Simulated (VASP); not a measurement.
# C (Fd-3m) in VASP: notebook, part 2 of 3

VASP 6.6.1.

## Step 3: Single point, BLYP

This run uses another cell than the first one, of 5.79 Å³/atom, 1.020 times its volume.

File INCAR:

```
SYSTEM = C
AGGAC = 1.0
AGGAX = 1.0
ALDAC = 0.0
ALDAX = 1.0
ALGO = Normal
EDIFF = 1E-6
ENCUT = 520
GGA = B5
ISIF = 2
ISMEAR = -1
LASPH = .TRUE.
LCHARG = .FALSE.
LREAL = .FALSE.
LWAVE = .FALSE.
NBANDS = 11
NELM = 100
PREC = Accurate
SIGMA = 0.05
```

File KPOINTS:

```
k-points
0
G
  13 13 13
  0 0 0
```

File POSCAR:

```
C
1.0
    0.0000000000      1.7951807415      1.7951807415
    1.7951807415      0.0000000000      1.7951807415
    1.7951807415      1.7951807415      0.0000000000
C
2
Direct
    0.7500000000      0.7500000000      0.7500000000
    0.5000000000      0.5000000000      0.5000000000
```

Potentials or basis: VASP PAW PBE potentials, release 64 (C).

Run with:

```sh
cat potpaw_PBE.64/C/POTCAR > POTCAR
mpirun -np 1 vasp_std > vasp.out
```

OUTCAR:

```text
SYSTEM = C
   EDIFF = 1E-6
   ENCUT = 520
   GGA = B5
   ISIF = 2
   ISMEAR = -1
   LASPH = .TRUE.
   LREAL = .FALSE.
   NELM = 100
   PREC = Accurate

 ion  position               nearest neighbor table
   1  0.750  0.750  0.750-   2 1.55   2 1.55   2 1.55   2 1.55
   2  0.500  0.500  0.500-   1 1.55   1 1.55   1 1.55   1 1.55

  LATTYP: Found a face centered cubic cell.
 ALAT       =     3.5903614830

  Lattice vectors:

 A1 = (   0.0000000000,   1.7951807415,   1.7951807415)
 A2 = (   1.7951807415,   0.0000000000,   1.7951807415)
 A3 = (   1.7951807415,   1.7951807415,   0.0000000000)

Analysis of symmetry for initial positions (statically):
=====================================================================
 Subroutine PRICEL returns:
 Original cell was already a primitive cell.

 Routine SETGRP: Setting up the symmetry group for a
 face centered cubic supercell.

 Subroutine GETGRP returns: Found 48 space group operations
 (whereof 24 operations were pure point group operations)
 out of a pool of 48 trial point group operations.

The static configuration has the point symmetry T_d .
 The point group associated with its full space group is O_h .

Analysis of symmetry for dynamics (positions and initial velocities):
=====================================================================
 Subroutine PRICEL returns:
 Original cell was already a primitive cell.

 Routine SETGRP: Setting up the symmetry group for a
 face centered cubic supercell.

 Subroutine GETGRP returns: Found 48 space group operations
 (whereof 24 operations were pure point group operations)
 out of a pool of 48 trial point group operations.

The dynamic configuration has the point symmetry T_d .
 The point group associated with its full space group is O_h .

 Subroutine INISYM returns: Found 48 space group operations
 (whereof 24 operations are pure point group operations),
 and found     1 'primitive' translations

----------------------------------------------------------------------------------------

                                     Primitive cell
[... 114 lines left out ...]
  Thomas-Fermi vector in A             =   2.565550
   LORBIT       =      0    0 simple, 1 ext, 2 COOP (PROOUT), +10 PAW based schemes
   GGA     = B5    functional components
   LHFCALC =     F    Hartree Fock is set to
   AEXX    =    0.0000 exact exchange contribution
   IVDW    =     0    specifies the selected vdW correction
   LEPSILON=     F    determine dielectric tensor
   LRPA    =     F    only Hartree local field effects (RPA)
 non-spin polarized calculation
  energy-cutoff  :      520.00
  volume of cell :       11.57
 maximum number of plane-waves:       331
   NGX =  9   NGY =  9   NGZ =  9

 number of electron       8.0000000 magnetization

 Free energy of the ion-electron system (eV)
  ---------------------------------------------------
  ext. energy  EPLUGINS =         0.00000000
  ---------------------------------------------------
  free energy    TOTEN  =       -16.72889741 eV

  energy without entropy =      -16.72889741  energy(sigma->0) =      -16.72889741

 E-fermi :  10.6630     XC(G=0): -12.4493

 val. band max:        9.7297457334   @ k =   0.0000   0.0000   0.0000
 cond. band min:      14.1509009813   @ k =   0.3846   0.3846   0.0000
 fundamental gap:      4.4211552479
 Fermi energy:        10.6629796541

 k-point     1 :       0.0000    0.0000    0.0000
  band No.  band energies     occupation
      1     -11.2020      2.00000
      2       9.7297      2.00000
      3       9.7297      2.00000
      4       9.7297      2.00000
      5      15.4143      0.00000
      6      15.4143      0.00000
      7      15.4143      0.00000
      8      22.7096      0.00000
      9      29.2808      0.00000
     10      36.4366      0.00000
     11      36.4366      0.00000
[... 309 lines left out ...]
 k-point    24 :       0.4615    0.1538    0.0000
  band No.  band energies     occupation
      1      -6.3189      2.00000
      2      -1.1348      2.00000
      3       5.4601      2.00000
      4       5.9867      2.00000
      5      16.9843      0.00000
      6      20.2886      0.00000
      7      20.4853      0.00000
      8      23.6524      0.00000
      9      30.3567      0.00000
     10      32.7986      0.00000
     11      36.8299      0.00000

 [... further k-points ...]
[... 5 lines left out ...]
  --------------------------------------------------------------------------------------
  -------------------------------------------------------------------------------------
  Total        0.2258365      0.2258365      0.2258365     -0.0000000     -0.0000000     -0.0000000
  in kB       31.2716031     31.2716031     31.2716031     -0.0000000     -0.0000000     -0.0000000
  external PRESSURE =      31.2716031 kB  Pullay stress =       0.0000000 kB

 VOLUME and BASIS-vectors are now :
 -----------------------------------------------------------------------------
  energy-cutoff  :      520.00
  volume of cell :       11.57
      direct lattice vectors                 reciprocal lattice vectors
     0.000000000  1.795180742  1.795180742    -0.278523487  0.278523487  0.278523487
     1.795180742  0.000000000  1.795180742     0.278523487 -0.278523487  0.278523487
     1.795180742  1.795180742  0.000000000     0.278523487  0.278523487 -0.278523487

 POSITION                                       TOTAL-FORCE (eV/Angst)
 -----------------------------------------------------------------------------------
      2.69277      2.69277      2.69277        -0.000000     -0.000000     -0.000000
      1.79518      1.79518      1.79518         0.000000      0.000000      0.000000
 -----------------------------------------------------------------------------------
    total drift:                                0.000000      0.000000      0.000000

  FREE ENERGIE OF THE ION-ELECTRON SYSTEM (eV)
  ---------------------------------------------------
  free  energy   TOTEN  =       -16.7288974144 eV

  energy  without entropy=      -16.7288974144  energy(sigma->0) =      -16.72889741
```

OSZICAR:

```text
N       E                     dE             d eps       ncg     rms          rms(c)
DAV:   1     0.221630936048E+01    0.22163E+01   -0.47886E+03  2000   0.698E+02
DAV:   2    -0.170949713253E+02   -0.19311E+02   -0.18714E+02  2415   0.127E+02
DAV:   3    -0.174376961482E+02   -0.34272E+00   -0.34205E+00  2148   0.130E+01
DAV:   4    -0.174382730208E+02   -0.57687E-03   -0.57686E-03  2004   0.685E-01
DAV:   5    -0.174382738186E+02   -0.79772E-06   -0.79773E-06  2149   0.235E-02    0.552E+00
DAV:   6    -0.169110158564E+02    0.52726E+00   -0.30317E-01  1917   0.394E+00    0.324E+00
DAV:   7    -0.167270330150E+02    0.18398E+00   -0.40833E-01  1980   0.457E+00    0.732E-01
DAV:   8    -0.167288834154E+02   -0.18504E-02   -0.10745E-02  1938   0.799E-01    0.437E-02
DAV:   9    -0.167288895925E+02   -0.61771E-05   -0.68210E-05  2180   0.688E-02    0.306E-02
DAV:  10    -0.167288974303E+02   -0.78378E-05   -0.75753E-06  1943   0.243E-02    0.929E-03
DAV:  11    -0.167288974144E+02    0.15889E-07   -0.25148E-07  1514   0.458E-03
   1 F= -.16728897E+02 E0= -.16728897E+02  d E =-.222888E-10
```

stdout:

```text
POSCAR found type information on POSCAR C
 POSCAR found :  1 types and       2 ions
 scaLAPACK will be used
 -----------------------------------------------------------------------------
|                                                                             |
|                                                                             |
|     You enforced a specific xc type in the INCAR file but a different       |
|     I HOPE YOU KNOW WHAT YOU ARE DOING!                                     |
|                                                                             |
 -----------------------------------------------------------------------------

 LDA part: xc-table for (Slater(with rela. corr.)+VWN5), standard interpolation
 POSCAR, INCAR and KPOINTS ok, starting setup
 FFT: planning ... GRIDC
 FFT: planning ... GRID_SOFT
 FFT: planning ... GRID
 WAVECAR not read
 entering main loop
```

Wall time 9.3 s (1 thread of Intel Xeon Platinum 8375C at 2.90GHz (Ice Lake), shared host); peak memory 0.12 GiB.

What came out:

| Quantity | Value |
| --- | --- |
| Free energy | -16.7289 eV |
| Pressure | 3.1 GPa |
| Band gap on the k mesh | 4.42 eV, indirect (least direct gap 5.68 eV) |

Caveat: the PAW data sets were made with another functional, which shifts forces and pressure a little. A k mesh can miss the band edges.

## Step 4: Single point, BLYP

This run uses another cell than the first one, of 5.90 Å³/atom, 1.040 times its volume.

File INCAR:

```
  PREC = Accurate
  ENCUT = 520
  EDIFF = 1E-6
  ISMEAR = -1
  SIGMA = 0.05
  LREAL = False
  LASPH = True
  NELM = 80
  ALGO = Normal
  ISIF = 2
  LWAVE = False
  LCHARG = False
  GGA = B5
  ALDAX = 1.0
  AGGAX = 1.0
  AGGAC = 1.0
  ALDAC = 0.0
  NBANDS = 11
```

File KPOINTS:

```
regular mesh
0
Gamma
  13 13 13
```

File POSCAR:

```
C
1.0
    0.0000000000      1.8068380860      1.8068380860
    1.8068380860      0.0000000000      1.8068380860
    1.8068380860      1.8068380860      0.0000000000
C
2
Direct
    0.7500000000      0.7500000000      0.7500000000
    0.5000000000      0.5000000000      0.5000000000
```

Potentials or basis: VASP PAW PBE potentials, release 64 (C).

Run with:

```sh
cat potpaw_PBE.64/C/POTCAR > POTCAR
mpirun -np 1 vasp_std > vasp.out
```

OUTCAR:

```text
PREC = Accurate
   ENCUT = 520
   EDIFF = 1E-6
   ISMEAR = -1
   LREAL = False
   LASPH = True
   NELM = 80
   ISIF = 2
   GGA = B5

 ion  position               nearest neighbor table
   1  0.750  0.750  0.750-   2 1.56   2 1.56   2 1.56   2 1.56
   2  0.500  0.500  0.500-   1 1.56   1 1.56   1 1.56   1 1.56

  LATTYP: Found a face centered cubic cell.
 ALAT       =     3.6136761720

  Lattice vectors:

 A1 = (   0.0000000000,   1.8068380860,   1.8068380860)
 A2 = (   1.8068380860,   0.0000000000,   1.8068380860)
 A3 = (   1.8068380860,   1.8068380860,   0.0000000000)

Analysis of symmetry for initial positions (statically):
=====================================================================
 Subroutine PRICEL returns:
 Original cell was already a primitive cell.

 Routine SETGRP: Setting up the symmetry group for a
 face centered cubic supercell.

 Subroutine GETGRP returns: Found 48 space group operations
 (whereof 24 operations were pure point group operations)
 out of a pool of 48 trial point group operations.

The static configuration has the point symmetry T_d .
[... 165 lines left out ...]
 cond. band min:      13.8284102057   @ k =   0.3846   0.3846   0.0000
 fundamental gap:      4.3730110217
 Fermi energy:        10.4009729327

 k-point     1 :       0.0000    0.0000    0.0000
  band No.  band energies     occupation
      1     -11.2253      2.00000
      2       9.4554      2.00000
      3       9.4554      2.00000
      4       9.4554      2.00000
      5      15.0826      0.00000
      6      15.0826      0.00000
      7      15.0826      0.00000
      8      21.9913      0.00000
      9      28.7569      0.00000
     10      35.9511      0.00000
     11      35.9511      0.00000
[... 309 lines left out ...]
 k-point    24 :       0.4615    0.1538    0.0000
  band No.  band energies     occupation
      1      -6.4175      2.00000
      2      -1.2581      2.00000
      3       5.2459      2.00000
      4       5.7831      2.00000
      5      16.6237      0.00000
      6      19.8766      0.00000
      7      19.9645      0.00000
      8      23.1862      0.00000
      9      29.8469      0.00000
     10      32.1869      0.00000
     11      36.2804      0.00000

 [... further k-points ...]
[... 5 lines left out ...]
  --------------------------------------------------------------------------------------
  -------------------------------------------------------------------------------------
  Total       -0.3479355     -0.3479355     -0.3479355      0.0000000      0.0000000      0.0000000
  in kB      -47.2521586    -47.2521586    -47.2521586      0.0000000      0.0000000      0.0000000
  external PRESSURE =     -47.2521586 kB  Pullay stress =       0.0000000 kB

 VOLUME and BASIS-vectors are now :
 -----------------------------------------------------------------------------
  energy-cutoff  :      520.00
  volume of cell :       11.80
      direct lattice vectors                 reciprocal lattice vectors
     0.000000000  1.806838086  1.806838086    -0.276726511  0.276726511  0.276726511
     1.806838086  0.000000000  1.806838086     0.276726511 -0.276726511  0.276726511
     1.806838086  1.806838086  0.000000000     0.276726511  0.276726511 -0.276726511

 POSITION                                       TOTAL-FORCE (eV/Angst)
 -----------------------------------------------------------------------------------
      2.71026      2.71026      2.71026        -0.000000     -0.000000     -0.000000
      1.80684      1.80684      1.80684         0.000000      0.000000      0.000000
 -----------------------------------------------------------------------------------
    total drift:                               -0.000000     -0.000000     -0.000000

  FREE ENERGIE OF THE ION-ELECTRON SYSTEM (eV)
  ---------------------------------------------------
  free  energy   TOTEN  =       -16.7279540737 eV

  energy  without entropy=      -16.7279540737  energy(sigma->0) =      -16.72795407
```

Run time: 9.3 s. Hardware: 1 thread of Intel Xeon Platinum 8375C at 2.90GHz (Ice Lake), shared host; peak memory 0.12 GiB.

What came out:

```yaml
Free_energy: -16.7280 eV
Pressure: -4.7 GPa
Band_gap_on_the_k_mesh: 4.37 eV, indirect (least direct gap 5.63 eV)
```

Levels at points of the mesh, in eV from the valence-band top:
| k point | band 1 | band 2 | band 3 | band 4 | band 5 | band 6 | band 7 | band 8 |
| --- | --- | --- | --- | --- | --- | --- | --- | --- |
| (0.00, 0.00, 0.00) | -20.68 | 0.00 | 0.00 | 0.00 | 5.63 | 5.63 | 5.63 | 12.54 |

Caveat: the PAW data sets were made with another functional, which shifts forces and pressure a little. Expect the measured gap to be larger: semilocal functionals such as BLYP lack the derivative discontinuity.

(Part 2 of 3 ends here.)
